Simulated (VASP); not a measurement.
# SiNi (Pmmn) in VASP: further runs, part 3 of 3

VASP 6.6.1.

**5. Single point, PBE, collinear spin, ferromagnetic start**

Contents of POSCAR:

```
SiNi
1.0
    2.9427706600      0.0000000000      0.0000000000
    0.0000000000      3.2803255400      0.0000000000
    0.0000000000      0.0000000000      4.6774467600
Ni Si
2 2
Direct
    0.5000000000      0.5000000000      0.3424955900
    0.0000000000      0.0000000000      0.6575044100
    0.5000000000      0.5000000000      0.8431431600
    0.0000000000      0.0000000000      0.1568568400
```

Contents of INCAR.step1:

```
SYSTEM = SiNi
PREC = Accurate ; ENCUT = 520
EDIFF = 1E-7 ; ISMEAR = -1
SIGMA = 0.05 ; LREAL = .FALSE.
LASPH = .TRUE. ; NELM = 150
ALGO = Normal ; ISIF = 2
LWAVE = .FALSE. ; LCHARG = .TRUE.
ISPIN = 2 ; MAGMOM = 1 1 0 0
LMAXMIX = 4 ; GGA = PE
NBANDS = 26
```

Contents of KPOINTS.step1:

```
regular mesh
0
G
  9 8 6
  0 0 0
```

Contents of INCAR.step2:

```
SYSTEM = SiNi
PREC = Accurate ; ENCUT = 520
EDIFF = 1E-7 ; ISMEAR = -5
SIGMA = 0.05 ; LREAL = .FALSE.
LASPH = .TRUE. ; NELM = 150
ALGO = Normal ; ISIF = 2
LWAVE = .FALSE. ; LCHARG = .FALSE.
ISPIN = 2 ; MAGMOM = 1 1 0 0
LORBIT = 10 ; LMAXMIX = 4
GGA = PE ; NBANDS = 26
NEDOS = 2001 ; ICHARG = 11
```

Contents of KPOINTS.step2:

```
regular mesh
0
G
  14 12 9
  0 0 0
```

Potentials or basis: VASP PAW PBE potentials, release 64 (Ni, Si).

Launch:

```sh
> cat potpaw_PBE.64/Ni/POTCAR potpaw_PBE.64/Si/POTCAR > POTCAR
> cp INCAR.step1 INCAR
> cp KPOINTS.step1 KPOINTS
> mpirun -np 1 vasp_std > vasp.out
> cp INCAR.step2 INCAR
> cp KPOINTS.step2 KPOINTS
> mpirun -np 1 vasp_std > vasp.out
```

Run time: 3.4 min. Hardware: 1 thread of Intel Xeon 6975P-C (Granite Rapids), shared host; peak memory 0.53 GiB.

The run converged. Its results:

```
Net moment                                            : 0.00 μB per cell
Valence electrons inside the program's atomic spheres : Ni 9.59; Si 1.62
```

Levels at points of the mesh, in eV from the Fermi level:
Spin up:
```
           k point  band 10  band 11  band 12  band 13  band 14  band 15  band 16  band 17  band 18  band 19
(0.00, 0.00, 0.00)    -2.72    -2.35    -2.04    -2.03    -1.36     1.25     2.74     5.18     5.55     7.29
(0.50, 0.00, 0.00)    -2.64    -2.61    -2.61    -1.61    -1.61     1.77     1.77     3.44     3.44     6.07
(0.00, 0.50, 0.00)    -2.79    -2.27    -2.27    -2.22    -2.22     1.17     1.17     5.00     5.00     7.89
(0.50, 0.50, 0.00)    -3.35    -2.12    -2.12    -1.61    -1.61     1.58     1.58     1.94     1.94     3.90
```
Spin down:
```csv
k point,band 11,band 12,band 13,band 14,band 15,band 16,band 17,band 18
"(0.00, 0.00, 0.00)",-2.35,-2.04,-2.03,-1.36,1.25,2.74,5.18,5.55
"(0.50, 0.00, 0.00)",-2.61,-2.61,-1.61,-1.61,1.77,1.77,3.44,3.44
"(0.00, 0.50, 0.00)",-2.27,-2.27,-2.22,-2.22,1.17,1.17,5.00,5.00
"(0.50, 0.50, 0.00)",-2.12,-2.12,-1.61,-1.61,1.58,1.58,1.94,1.94
```

Caveat: the moments typed at the start vanished in this run.

**6. Single point, r2SCAN+U, collinear spin, ferromagnetic start**

POSCAR is that of step 5.

Contents of INCAR.step1:

```
SYSTEM = SiNi
ALGO = Normal
EDIFF = 1E-5
ENCUT = 660
GGA = PE
GGA_COMPAT = .False.
ISMEAR = -1
ISPIN = 2
LASPH = .True.
LCHARG = .False.
LDAU = .True.
LDAUJ = 0 0
LDAUL = 2 -1
LDAUTYPE = 2
LDAUU = 2 0
LMAXMIX = 4
LREAL = .False.
LWAVE = .True.
MAGMOM = 1 1 0 0
NBANDS = 26
NELM = 200
PREC = Accurate
SIGMA = 0.05
```

Contents of INCAR.step2:

```
SYSTEM = SiNi
ALGO = Normal
EDIFF = 1E-6
ENCUT = 660
GGA_COMPAT = .False.
ISIF = 2
ISMEAR = -1
ISPIN = 2
ISTART = 1
LASPH = .True.
LCHARG = .False.
LDAU = .True.
LDAUJ = 0 0
LDAUL = 2 -1
LDAUPRINT = 1
LDAUTYPE = 2
LDAUU = 2 0
LMAXMIX = 4
LMIXTAU = .True.
LORBIT = 11
LREAL = .False.
LWAVE = .False.
MAGMOM = 1 1 0 0
METAGGA = R2SCAN
NBANDS = 26
NELM = 200
PREC = Accurate
SIGMA = 0.05
```

Contents of KPOINTS:

```
k-points
0
Gamma
  9 8 6
  0 0 0
```

Potentials or basis: VASP PAW PBE potentials, release 64 (Ni, Si).

Launch:

```sh
> cat potpaw_PBE.64/Ni/POTCAR potpaw_PBE.64/Si/POTCAR > POTCAR
> cp INCAR.step1 INCAR
> mpirun -np 1 vasp_std > vasp.out
> cp INCAR.step2 INCAR
> mpirun -np 1 vasp_std > vasp.out
```

It took 20 min on 1 thread of Oxide Virtual Turin-like, shared host; peak memory 0.34 GiB.

It converged, with:

| Item | Value |
| --- | --- |
| Free energy | -40.6890 eV |
| Pressure | -2.6 GPa |
| Largest force | 0.122 eV/Å |
| Band gap on the k mesh | zero (filled and empty bands overlap) |
| Net moment | 0.00 μB per cell |
| Valence electrons inside the program's atomic spheres | Ni 9.71; Si 1.61 |

Forces in eV/Å, atoms in the order of the input:
```
Ni   0.000  0.000  0.034
Ni   0.000  0.000 -0.034
Si   0.000  0.000 -0.122
Si   0.000  0.000  0.122
```

Stress tensor (GPa, compression positive):
```
-2.22  0.00  0.00
 0.00 -1.86  0.00
 0.00  0.00 -3.87
```

Levels at points of the mesh, in eV from the Fermi level:
Spin up:
```tsv
k point	band 10	band 11	band 12	band 13	band 14	band 15	band 16	band 17	band 18	band 19
(0.00, 0.00, 0.00)	-2.94	-2.61	-2.24	-2.14	-1.33	1.48	3.06	5.58	5.96	7.88
(0.00, 0.50, 0.00)	-3.05	-2.60	-2.60	-2.49	-2.49	1.32	1.32	5.39	5.39	8.46
(0.00, 0.00, 0.50)	-2.99	-2.98	-2.20	1.13	1.90	2.40	2.76	3.12	3.73	5.02
(0.00, 0.50, 0.50)	-2.84	-2.40	-2.40	-2.25	-2.25	5.58	5.58	5.83	5.83	7.62
```
Spin down:
```csv
k point,band 10,band 11,band 12,band 13,band 14,band 15,band 16,band 17,band 18,band 19
"(0.00, 0.00, 0.00)",-2.94,-2.61,-2.24,-2.14,-1.33,1.48,3.06,5.58,5.96,7.88
"(0.00, 0.50, 0.00)",-3.05,-2.60,-2.60,-2.49,-2.49,1.32,1.32,5.39,5.39,8.46
"(0.00, 0.00, 0.50)",-2.99,-2.98,-2.20,1.13,1.90,2.40,2.76,3.12,3.73,5.02
"(0.00, 0.50, 0.50)",-2.84,-2.40,-2.40,-2.25,-2.25,5.58,5.58,5.83,5.83,7.62
```

Eigenvalues of the final occupation matrices:
| site | spin | trace | eigenvalues |
| --- | --- | --- | --- |
| site 1 d | 1 | 4.31 | 0.82 0.84 0.86 0.86 0.93 |
| site 1 d | 2 | 4.31 | 0.82 0.84 0.86 0.86 0.93 |
| site 2 d | 1 | 4.31 | 0.82 0.84 0.86 0.86 0.93 |
| site 2 d | 2 | 4.31 | 0.82 0.84 0.86 0.86 0.93 |

Caveat: the moments typed at the start vanished in this run; the PAW data sets were made with another functional, which shifts forces and pressure a little; the U is typed as a test and isn't derived for this compound. The state reached can hang on the start; a lower one may exist.

**7. The runs side by side**

| level | potentials or basis | U | cell | cutoff (eV) | k mesh for the DOS | occupations for the DOS | gap on the mesh (eV) | pressure (GPa) | moment (μB) | largest force (eV/Å) |
| --- | --- | --- | --- | --- | --- | --- | --- | --- | --- | --- |
| r2SCAN+U | VASP PAW PBE potentials, release 64 (Ni, Si) | Ni d U = 5.0 eV | a = 2.943, b = 3.280, c = 4.677 Å, 4 atoms, atomic positions A | 660 | - | - | none | -7.7 | 0.00 | 0.29 |
| LDA+U | VASP PAW LDA potentials, release 64 (Ni_sv_GW, Si) | Ni d U = 3.0 eV | a = 2.914, b = 3.265, c = 4.622 Å, 4 atoms, atomic positions B | 690 | - | - | none | -1.2 | 0.00 | - |
| PBEsol+U | VASP PAW PBE potentials, release 64 (Ni_sv_GW, Si) | Ni d U = 8.0 eV | a = 2.921, b = 3.293, c = 4.673 Å, 4 atoms, atomic positions C | 690 | - | - | none | -3.0 | 0.00 | 0.07 |
| PBE | VASP PAW PBE potentials, release 64 (Ni, Si) | - | a = 2.943, b = 3.280, c = 4.677 Å, 4 atoms, atomic positions A | 520 | 14 × 12 × 9 | tetrahedron | - | - | 0.00 | - |
| r2SCAN+U | VASP PAW PBE potentials, release 64 (Ni, Si) | Ni d U = 2.0 eV | a = 2.943, b = 3.280, c = 4.677 Å, 4 atoms, atomic positions A | 660 | - | - | none | -2.6 | 0.00 | 0.12 |

Alike in all rows: task single point; spin collinear, ferromagnetic start; k mesh 9 × 8 × 6; smearing fermi-dirac 0.05 eV.

Caveats: the moments typed at the start vanished in this run; the U is typed as a test and isn't derived for this compound (at least some runs); the PAW data sets were made with another functional, which shifts forces and pressure a little (at least some runs); the cell stands under tension (at least some runs).

Total energies depend on the potentials used, so only differences within one code and one set of settings carry meaning.
